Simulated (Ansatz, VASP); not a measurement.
## Two plane-wave programs on Pb

Contents of INCAR:

```
PREC = Accurate
ENCUT = 500
EDIFF = 1E-6
ISMEAR = 0
SIGMA = 0.05
LREAL = F
LASPH = T
NELM = 120
ALGO = Normal
ISIF = 2
LWAVE = F
LCHARG = T
GGA = PE
LELF = T
LVHAR = T
NBANDS = 13
GGA_COMPAT = F
```

File KPOINTS:

```
regular mesh
0
Gamma
  8 8 8
```

File POSCAR:

```
Pb
1.0
   -1.9750357180      1.9750357180      1.9750357180
    1.9750357180     -1.9750357180      1.9750357180
    1.9750357180      1.9750357180     -1.9750357180
Pb
1
Direct
    0.0000000000      0.0000000000      0.0000000000
```

Input for Ansatz:

```yaml
crystal:
  lattice:
    - [-1.975035718, 1.975035718, 1.975035718]
    - [1.975035718, -1.975035718, 1.975035718]
    - [1.975035718, 1.975035718, -1.975035718]
  atoms:
    - { symbol: Pb, position: [0.0, 0.0, 0.0] }
basis:
  ecutwfc: 600
  ecutrho_ratio: 5
kpoints:
  mp_grid: { grid: [8, 8, 8] }
hamiltonian:
  xc: pbe
scf:
  occupations: { method: gaussian, width: 0.05 }
output:
  forces: true
  stress: true
  eigenvalues: true
```

Alike in both runs: task single point; functional PBE; k mesh 8 × 8 × 8; occupations gaussian, width 0.05 eV; no spin polarisation.

```csv
,VASP,Ansatz
version,VASP 6.6.1,Ansatz 0.2.0
potentials or method,"VASP PAW PBE potentials, release 64 (Pb_d), cutoff 500 eV","scalar-relativistic, plane waves, PAW"
valence electrons in the cell,14,14
```

|  | VASP | Ansatz | Ansatz less VASP |
| --- | --- | --- | --- |
| gap on the k mesh at the Fermi level (eV) | none | none | - |
| pressure (GPa) | 1.6 | 1.6 | +0.05 |

A gap of «none» marks a metal or a gap that the smearing closes.

Neither program's run includes spin-orbit coupling.
